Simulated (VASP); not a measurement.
A run of VASP 6.6.1:

File INCAR:

```
PREC = Accurate ; ENCUT = 520
EDIFF = 1E-6 ; ISMEAR = -1
SIGMA = 0.05 ; LREAL = F
LASPH = T ; NELM = 80
ALGO = Normal ; ISIF = 2
LWAVE = F ; LCHARG = F
GGA = PS ; NBANDS = 11
```

The input KPOINTS:

```
Automatic mesh
0
Gamma
  9 9 9
```

File POSCAR:

```
BeS
1.0
    0.0000000000      2.3493119212      2.3493119212
    2.3493119212      0.0000000000      2.3493119212
    2.3493119212      2.3493119212      0.0000000000
S Be
1 1
Direct
    0.7500000000      0.7500000000      0.7500000000
    0.0000000000      0.0000000000      0.0000000000
```

Potentials or basis: VASP PAW PBE potentials, release 64 (S, Be).

Run with:

```bash
$ cat potpaw_PBE.64/S/POTCAR potpaw_PBE.64/Be/POTCAR > POTCAR
$ mpirun -np 1 vasp_std > vasp.out
```

Hardware: 1 thread of Intel(R) Xeon(R) Platinum 8488C (Sapphire Rapids) (shared host).

Question: Estimate the wall time of this run.

Answer: Wall time 7.2 s on 1 thread of Intel(R) Xeon(R) Platinum 8488C (Sapphire Rapids), with other jobs on the host, peak memory 0.15 GiB. Counts: scf iterations 12, k points 35.
